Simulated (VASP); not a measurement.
# Ta7C8 (a cell with a defect) in VASP: notebook

The runs below take Ta7C8 (a cell with a defect) through single point, with PBE.

All numbers are computed with VASP 6.6.1; they aren't measurements. Logs are shortened: lines on timing, memory, paths and dates and some standing lists are left out, and cuts for length are marked.

## (1) The cell of the first run

The cell holds a defect, 15 atoms: a = 6.261 Å, b = 6.261 Å, c = 6.261 Å, α = 60.00°, β = 60.00°, γ = 60.00°.

## (2) Single point, PBE

INCAR reads:

```
ALGO     = Normal         # electronic algorithm
EDIFF    = 1E-6           # SCF threshold, eV
ENCUT    = 520            # plane-wave cutoff, eV
GGA      = PE             # functional
ISIF     = 2              # what is computed and relaxed
ISMEAR   = -1             # smearing method
LASPH    = True           # aspherical terms in the spheres
LCHARG   = False          # write CHGCAR
LREAL    = Auto         
LWAVE    = False          # write WAVECAR
NBANDS   = 68             # bands
NELM     = 60             # most SCF steps
PREC     = Accurate       # precision mode
SIGMA    = 0.1            # smearing width, eV
```

KPOINTS reads:

```
k-points
0
Gamma
  3 3 3
```

POSCAR reads:

```
Ta7C8
1.0
    0.0000000000      4.4273600000      4.4273600000
    4.4273600000      0.0000000000      4.4273600000
    4.4273600000      4.4273600000      0.0000000000
Ta C
7 8
Direct
   -0.1193871743      0.0011431192     -0.0005827401
    0.0136360043     -0.0035934507      0.4767388466
    0.0136327292      0.4784702396     -0.0053237144
    0.0055216879      0.5011488788      0.4994207609
    0.4862142451      0.0058887238      0.5221001906
    0.4862133416      0.5238190479      0.0041678337
    0.4941497868      0.5011469589      0.4994231325
    0.2642186314      0.2462998265      0.2445744191
    0.2472341305      0.2505801426      0.7499870126
    0.2472371797      0.7517102743      0.2488550739
    0.2311973727      0.7598763146      0.7581509071
    0.7486583427      0.2424157963      0.2406910665
    0.7438549158      0.2857509893      0.7148148106
    0.7438510760      0.7165427026      0.2840273888
    0.7545253831      0.7559939784      0.7542690226
```

Potentials or basis: VASP PAW PBE potentials, release 64 (Ta_pv, C).

The run is started by

```bash
$ cat potpaw_PBE.64/Ta_pv/POTCAR potpaw_PBE.64/C/POTCAR > POTCAR
$ mpirun -np 1 vasp_std > vasp.out
```

OUTCAR:

```text
EDIFF = 1E-6
   ENCUT = 520
   GGA = PE
   ISIF = 2
   ISMEAR = -1
   LASPH = True
   LREAL = Auto
   NELM = 60
   PREC = Accurate

 ion  position               nearest neighbor table
   1  0.881  0.001  0.999-  13 1.98  14 1.98  11 2.24  12 2.24   9 2.78  10 2.78   3 2.96   2 2.96
                             6 2.96   5 2.96   4 3.23   4 3.23   5 3.46   6 3.46   2 3.46   3 3.46
   2  0.014  0.996  0.477-  10 2.09   8 2.22  15 2.22  11 2.22  12 2.22  13 2.34   1 2.96   3 3.02
                             7 3.06   4 3.06   5 3.14   5 3.14   4 3.21   7 3.21   3 3.24   1 3.46
   3  0.014  0.478  0.995-   9 2.09   8 2.22  15 2.22  11 2.22  12 2.22  14 2.34   1 2.96   2 3.02
                             7 3.06   4 3.06   6 3.14   6 3.14   4 3.21   7 3.21   2 3.24   1 3.46
   4  0.006  0.501  0.499-  14 2.12  13 2.12  10 2.18   9 2.18  15 2.26   8 2.26   3 3.06   6 3.06
                             2 3.06   5 3.06   7 3.06   7 3.20   5 3.21   2 3.21   6 3.21   3 3.21
   5  0.486  0.006  0.522-   9 2.09  15 2.22   8 2.22  12 2.22  11 2.22  14 2.34   1 2.96   6 3.02
                             7 3.06   4 3.06   2 3.14   2 3.14   4 3.21   7 3.21   6 3.24   1 3.46
   6  0.486  0.524  0.004-  10 2.09  15 2.22   8 2.22  12 2.22  11 2.22  13 2.34   1 2.96   5 3.02
                             7 3.06   4 3.06   3 3.14   3 3.14   4 3.21   7 3.21   5 3.24   1 3.46
   7  0.494  0.501  0.499-  14 2.06  13 2.06  10 2.20   9 2.20  11 2.29  12 2.29   3 3.06   2 3.06
                             6 3.06   5 3.06   4 3.06   4 3.20   6 3.21   5 3.21   2 3.21   3 3.21
   8  0.264  0.246  0.245-   2 2.22   3 2.22   6 2.22   5 2.22   4 2.26
   9  0.247  0.251  0.750-   5 2.09   3 2.09   4 2.18   7 2.20   1 2.78
  10  0.247  0.752  0.249-   6 2.09   2 2.09   4 2.18   7 2.20   1 2.78
  11  0.231  0.760  0.758-   3 2.22   2 2.22   5 2.22   6 2.22   1 2.24   7 2.29
  12  0.749  0.242  0.241-   6 2.22   5 2.22   2 2.22   3 2.22   1 2.24   7 2.29
  13  0.744  0.286  0.715-   1 1.98   7 2.06   4 2.12   2 2.34   6 2.34
  14  0.744  0.717  0.284-   1 1.98   7 2.06   4 2.12   5 2.34   3 2.34
  15  0.755  0.756  0.754-   5 2.22   6 2.22   3 2.22   2 2.22   4 2.26

  LATTYP: Found a face centered cubic cell.
 ALAT       =     8.8547200000

  Lattice vectors:

 A1 = (   0.0000000000,   4.4273600000,   4.4273600000)
 A2 = (   4.4273600000,   0.0000000000,   4.4273600000)
 A3 = (   4.4273600000,   4.4273600000,   0.0000000000)

Analysis of symmetry for initial positions (statically):
=====================================================================
 Subroutine PRICEL returns:
 Original cell was already a primitive cell.

 Routine SETGRP: Setting up the symmetry group for a
 face centered cubic supercell.

 Subroutine GETGRP returns: Found  2 space group operations
 (whereof  1 operations were pure point group operations)
 out of a pool of 48 trial point group operations.

The static configuration has the point symmetry C_1 .
 The point group associated with its full space group is C_1h.

Analysis of symmetry for dynamics (positions and initial velocities):
=====================================================================
 Subroutine PRICEL returns:
 Original cell was already a primitive cell.

 Routine SETGRP: Setting up the symmetry group for a
 face centered cubic supercell.

 Subroutine GETGRP returns: Found  2 space group operations
 (whereof  1 operations were pure point group operations)
 out of a pool of 48 trial point group operations.

The dynamic configuration has the point symmetry C_1 .
 The point group associated with its full space group is C_1h.

 Subroutine INISYM returns: Found  2 space group operations
 (whereof  1 operations are pure point group operations),
 and found     1 'primitive' translations

----------------------------------------------------------------------------------------

                                     Primitive cell

  volume of cell :     173.5659

  direct lattice vectors                    reciprocal lattice vectors
     0.000000000  4.427360000  4.427360000    -0.112934119  0.112934119  0.112934119
     4.427360000  0.000000000  4.427360000     0.112934119 -0.112934119  0.112934119
     4.427360000  4.427360000  0.000000000     0.112934119  0.112934119 -0.112934119

  length of vectors
     6.261232558  6.261232558  6.261232558     0.195607632  0.195607632  0.195607632

  position of ions in fractional coordinates (direct lattice)
     0.880612826  0.001143119  0.999417260
     0.013636004  0.996406549  0.476738847
[... 54 lines left out ...]
 ===========================================

 Found     10 irreducible k-points:

 Following reciprocal coordinates:
            Coordinates               Weight
  0.000000  0.000000  0.000000      1.000000
  0.333333  0.000000  0.000000      2.000000
  0.000000  0.333333  0.000000      4.000000
  0.333333  0.333333  0.333333      2.000000
  0.333333  0.333333  0.000000      4.000000
  0.000000  0.333333  0.333333      2.000000
 -0.333333  0.333333  0.000000      4.000000
  0.000000 -0.333333  0.333333      2.000000
  0.333333  0.333333 -0.333333      4.000000
  0.333333 -0.333333 -0.333333      2.000000
   k-points           NKPTS =     10   k-points in BZ     NKDIM =     10   number of bands    NBANDS=     68
   number of dos      NEDOS =    301   number of ions     NIONS =     15
   total plane-waves  NPLWV = 110592
   dimension x,y,z NGX =    48 NGY =   48 NGZ =   48
   dimension x,y,z NGXF=    96 NGYF=   96 NGZF=   96
   ions per type =               7   8
   NGX,Y,Z   is equivalent  to a cutoff of  12.74, 12.74, 12.74 a.u.
   NGXF,Y,Z  is equivalent  to a cutoff of  25.49, 25.49, 25.49 a.u.
 SYSTEM =  unknown system
   PREC   = accura    normal or accurate (medium, high low for compatibility)
   ISTART =      0    job   : 0-new  1-cont  2-samecut
   ICHARG =      2    charge: 1-file 2-atom 10-const
   ISPIN  =      1    spin polarized calculation?
   LNONCOLLINEAR =      F non collinear calculations
   LSORBIT =      F    spin-orbit coupling
   LASPH  =      T    aspherical Exc in radial PAW
   ENCUT  =  520.0 eV  38.22 Ry    6.18 a.u.  11.64 11.64 11.64*2*pi/ulx,y,z
   NELM   =     60;   NELMIN=  2; NELMDL= -5     # of ELM steps
   EDIFF  = 0.1E-05   stopping-criterion for ELM
   LREAL  =      T    real-space projection
   EDIFFG = 0.1E-04   stopping-criterion for IOM
   NSW    =      0    number of steps for IOM
   IBRION =     -1    ionic relax: 0-MD 1-quasi-New 2-CG
   NFREE  =      0    steps in history (QN), initial steepest desc. (CG)
   ISIF   =      2    stress and relaxation
   ISYM   =      2    0-nonsym 1-usesym 2-fastsym
   POTIM  = 0.5000    time-step for ionic-motion
   TEBEG  =    0.0;   TEEND  =   0.0 temperature during run
   PSTRESS=    0.0 pullay stress
   NELECT =     109.0000    total number of electrons
   NUPDOWN=      -1.0000    fix difference up-down
   EMIN   =  10.00;   EMAX   =-10.00  energy-range for DOS
   EFERMI =   0.00;   METHOD = LEGACY
   ISMEAR =    -1;   SIGMA  =   0.10  broadening in eV -4-tet -1-fermi 0-gaus
   EFERMI_NEDOS =   21; number of points for ismear=-14 and -15
   IALGO  =     38    algorithm
   IMIX   =      4    mixing-type and parameters
     AMIX     =   0.40;   BMIX     =  1.00
     AMIX_MAG =   1.60;   BMIX_MAG =  1.00
  volume/ion in A,a.u.               =      11.57        78.09
  Fermi-wavevector in a.u.,A,eV,Ry     =   1.401938  2.649279 26.741303  1.965430
  Thomas-Fermi vector in A             =   2.524750
   LORBIT       =      0    0 simple, 1 ext, 2 COOP (PROOUT), +10 PAW based schemes
   GGA     = PE    functional components
   LHFCALC =     F    Hartree Fock is set to
   AEXX    =    0.0000 exact exchange contribution
   IVDW    =     0    specifies the selected vdW correction
   LEPSILON=     F    determine dielectric tensor
   LRPA    =     F    only Hartree local field effects (RPA)
 non-spin polarized calculation
  energy-cutoff  :      520.00
  volume of cell :      173.57
 maximum number of plane-waves:      4693
 NGX is ok and might be reduce to    48
   NGX = 23   NGY = 23   NGZ = 23

 number of electron     109.0000000 magnetization

 Free energy of the ion-electron system (eV)
  ---------------------------------------------------
  ext. energy  EPLUGINS =         0.00000000
  ---------------------------------------------------
  free energy    TOTEN  =      -158.89778203 eV

  energy without entropy =     -158.79147450  energy(sigma->0) =     -158.84462827

 E-fermi :   6.7248     XC(G=0): -12.6475

 val. band max:        6.6320426021   @ k =   0.3333   0.0000   0.0000
 cond. band min:       6.8444324425   @ k =   0.0000   0.0000   0.0000
 fundamental gap:      0.2123898404
 Fermi energy:         6.7247833303

 k-point     1 :       0.0000    0.0000    0.0000
  band No.  band energies     occupation
      1     -28.4148      2.00000
      2     -28.3873      2.00000
      3     -28.3650      2.00000
      4     -28.3552      2.00000
      5     -28.1806      2.00000
      6     -28.1653      2.00000
[... 679 lines left out ...]
     65      10.0535      0.00000
     66      10.1368      0.00000
 [bands above 66 left out]

------------------------ aborting loop because EDIFF is reached ----------------------------------------

  FORCE on cell =-STRESS in cart. coord.  units (eV):
  Direction    XX          YY          ZZ          XY          YZ          ZX
  --------------------------------------------------------------------------------------
  -------------------------------------------------------------------------------------
  Total        5.7791919     15.7187529     15.7187529      0.0008195     -6.7921169      0.0008198
  in kB       53.3473916    145.0989143    145.0989143      0.0075649    -62.6976445      0.0075676
  external PRESSURE =     114.5150734 kB  Pullay stress =       0.0000000 kB

 VOLUME and BASIS-vectors are now :
 -----------------------------------------------------------------------------
  energy-cutoff  :      520.00
  volume of cell :      173.57
      direct lattice vectors                 reciprocal lattice vectors
     0.000000000  4.427360000  4.427360000    -0.112934119  0.112934119  0.112934119
     4.427360000  0.000000000  4.427360000     0.112934119 -0.112934119  0.112934119
     4.427360000  4.427360000  0.000000000     0.112934119  0.112934119 -0.112934119

 POSITION                                       TOTAL-FORCE (eV/Angst)
 -----------------------------------------------------------------------------------
      4.42984      8.32357      3.90385         0.000377      3.832683      3.832683
      6.52214      2.17107      4.47182         0.196256     -0.161029     -0.308258
      6.52215      4.46415      2.17872         0.196256     -0.308258     -0.161029
      4.42988      2.23556      2.24321        -0.000086     -0.476505     -0.476505
      2.33760      4.46417      2.17872        -0.195426     -0.308182     -0.160826
      2.33759      2.17109      4.47178        -0.195426     -0.160826     -0.308182
      4.42988      4.39890      4.40654        -0.000435     -0.003444     -0.003444
      2.17328      2.25261      2.26025         0.543400     -0.383260     -0.383260
      4.42987      4.41506      2.20400        -0.001954     -0.233124     -0.376836
      4.42986      2.19638      4.42270        -0.001954     -0.376836     -0.233124
      6.72085      4.38020      4.38784        -0.312006     -0.083835     -0.083835
      2.13889      4.38021      4.38784         0.310913     -0.083754     -0.083754
      4.42986      6.45806      4.55844        -0.000018      0.234701     -1.105148
      4.42988      4.55079      6.46569        -0.000018     -1.105148      0.234701
      6.68648      6.67998      6.68761        -0.539878     -0.383183     -0.383183
 -----------------------------------------------------------------------------------
    total drift:                               -0.002791     -0.021871     -0.013119

  FREE ENERGIE OF THE ION-ELECTRON SYSTEM (eV)
  ---------------------------------------------------
  free  energy   TOTEN  =      -158.8977820345 eV

  energy  without entropy=     -158.7914744961  energy(sigma->0) =     -158.84462827
```

It took 4.1 min on 1 thread of Intel Xeon Platinum 8488C (Sapphire Rapids), shared host; peak memory 0.36 GiB.

Results:

| Item | Value |
| --- | --- |
| Free energy | -158.8978 eV |
| Pressure | 11.5 GPa |
| Largest force | 5.420 eV/Å |

Forces in eV/Å, atoms in the order of the input:
```
Ta   0.000  3.833  3.833
Ta   0.196 -0.161 -0.308
Ta   0.196 -0.308 -0.161
Ta   0.000 -0.477 -0.477
Ta  -0.195 -0.308 -0.161
Ta  -0.195 -0.161 -0.308
Ta   0.000 -0.003 -0.003
C    0.543 -0.383 -0.383
C   -0.002 -0.233 -0.377
C   -0.002 -0.377 -0.233
C   -0.312 -0.084 -0.084
C    0.311 -0.084 -0.084
C    0.000  0.235 -1.105
C    0.000 -1.105  0.235
C   -0.540 -0.383 -0.383
```

Stress tensor (GPa, compression positive):
```
 5.33  0.00  0.00
 0.00 14.51 -6.27
 0.00 -6.27 14.51
```

Caveat: the k points lie up to 0.41 Å⁻¹ apart; spin-orbit coupling is left out, which moves the levels of the heavy elements.

## (3) Single point, PBE

INCAR reads:

```
SYSTEM = Ta7C8
ALGO = Normal
EDIFF = 1E-7
ENCUT = 520
GGA = PE
ISIF = 2
ISMEAR = -1
LASPH = .True.
LCHARG = .False.
LREAL = Auto
LWAVE = .False.
NBANDS = 68
NELM = 100
PREC = Accurate
SIGMA = 0.1
```

KPOINTS reads:

```
k-points
0
Gamma
  3 3 3
  0 0 0
```

POSCAR reads:

```
Ta7C8
1.0
    0.0000000000      4.4273600000      4.4273600000
    4.4273600000      0.0000000000      4.4273600000
    4.4273600000      4.4273600000      0.0000000000
Ta C
7 8
Direct
   -0.3824011375      0.0011159020     -0.0006957871
    0.0119709037     -0.0036216843      0.4766229762
    0.0119705649      0.4784399733     -0.0054375519
    0.0040337809      0.5011216617      0.4993074880
    0.4845451917      0.0058624101      0.5219894023
    0.4845472245      0.5237947671      0.0040552383
    0.4926589435      0.5011199677      0.4993096337
    0.2669881148      0.2423863205      0.2405746314
    0.2509414188      0.2505538289      0.7498728362
    0.2509443551      0.7516831701      0.2487416880
    0.2339579343      0.7559678906      0.7541568790
    0.7436561517      0.2462708025      0.2444595651
    0.7543297812      0.2857297577      0.7146955522
    0.7543261673      0.7165088224      0.2839203272
    0.7495231922      0.7598521467      0.7580402317
```

Potentials or basis: VASP PAW PBE potentials, release 64 (Ta_pv, C).

The run is started by

```bash
$ cat potpaw_PBE.64/Ta_pv/POTCAR potpaw_PBE.64/C/POTCAR > POTCAR
$ mpirun -np 1 vasp_std > vasp.out
```

Wall time 3.6 min (1 thread of Intel Xeon Platinum 8488C (Sapphire Rapids), shared host); peak memory 0.36 GiB.

It converged, with:

```yaml
Free_energy: -158.8968 eV
Pressure: 11.5 GPa
Largest_force: 5.419 eV/Å
```

Forces on the atoms (eV/Å):
```
Ta   0.000 -3.832 -3.832
Ta   0.196  0.310  0.162
Ta   0.196  0.162  0.310
Ta   0.000  0.004  0.004
Ta  -0.195  0.162  0.309
Ta  -0.195  0.309  0.162
Ta   0.000  0.478  0.478
C    0.314  0.084  0.084
C   -0.003  0.372  0.232
C   -0.003  0.232  0.372
C   -0.541  0.381  0.381
C    0.543  0.381  0.381
C    0.000  1.104 -0.232
C    0.000 -0.232  1.104
C   -0.312  0.085  0.085
```

Stress tensor (GPa, compression positive):
```
 5.34  0.00  0.00
 0.00 14.51 -6.27
 0.00 -6.27 14.51
```

Levels at points of the mesh, in eV from the Fermi level:
```csv
k point,band 51,band 52,band 53,band 54,band 55,band 56,band 57,band 58
"(0.00, 0.00, 0.00)",-1.00,-0.97,-0.63,0.12,0.26,0.27,0.31,0.50
```

Caveat: the k points lie up to 0.41 Å⁻¹ apart; spin-orbit coupling is left out, which moves the levels of the heavy elements.
